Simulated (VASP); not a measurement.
Wanted: the native input for a VASP 6.6.1 run.

- Task: single point
- Functional: PBE
- Potentials or basis: VASP PAW PBE potentials, release 64 (Ni, O)
- Cutoff: 520 eV
- k mesh: 14 × 14 × 14
- Occupations: gaussian, width 0.05 eV
- Spin: no spin polarisation
- Dipole correction: no
- Further INCAR settings: ALGO = Normal; EDIFF = 1e-06; NBANDS = 15

The structure of NiO lies in POSCAR:

```
NiO
1.0
    0.0000000000      2.0934029142      2.0934029142
    2.0934029142      0.0000000000      2.0934029142
    2.0934029142      2.0934029142      0.0000000000
Ni O
1 1
Direct
    0.0000000000      0.0000000000      0.0000000000
    0.5000000000      0.5000000000      0.5000000000
```

This cell differs from its parent crystal: volume scaled by 1.020.

One way to write it, as run:

INCAR

```
PREC     = Accurate       # precision mode
ENCUT    = 520            # plane-wave cutoff, eV
EDIFF    = 1E-6           # SCF threshold, eV
ISMEAR   = 0              # smearing method
SIGMA    = 0.05           # smearing width, eV
LREAL    = F              # projectors in reciprocal space
LASPH    = T              # aspherical terms in the spheres
NELM     = 80             # most SCF steps
ALGO     = Normal         # electronic algorithm
ISIF     = 2              # what is computed and relaxed
LWAVE    = F              # write WAVECAR
LCHARG   = F              # write CHGCAR
GGA      = PE             # functional
NBANDS   = 15             # bands
```

KPOINTS

```
regular mesh
0
Gamma
  14 14 14
```

Potentials or basis: VASP PAW PBE potentials, release 64 (Ni, O).

Run with:

```sh
$ cat potpaw_PBE.64/Ni/POTCAR potpaw_PBE.64/O/POTCAR > POTCAR
$ mpirun -np 1 vasp_std > vasp.out
```

Results of the run:

* Pressure: -3.7 GPa
* Band gap on the k mesh: zero (band 8 reaches 9.03 eV, above the bottom of band 9 at 6.24 eV)

Caveat: the run has no spin polarisation, though such a crystal can be magnetic; semilocal functionals often make such compounds metallic where correlation or magnetic order opens a gap, which also shifts bond lengths.

Run time: 16 s on 1 thread of Intel(R) Xeon(R) Platinum 8488C (Sapphire Rapids), on a shared host, peak memory 0.15 GiB.
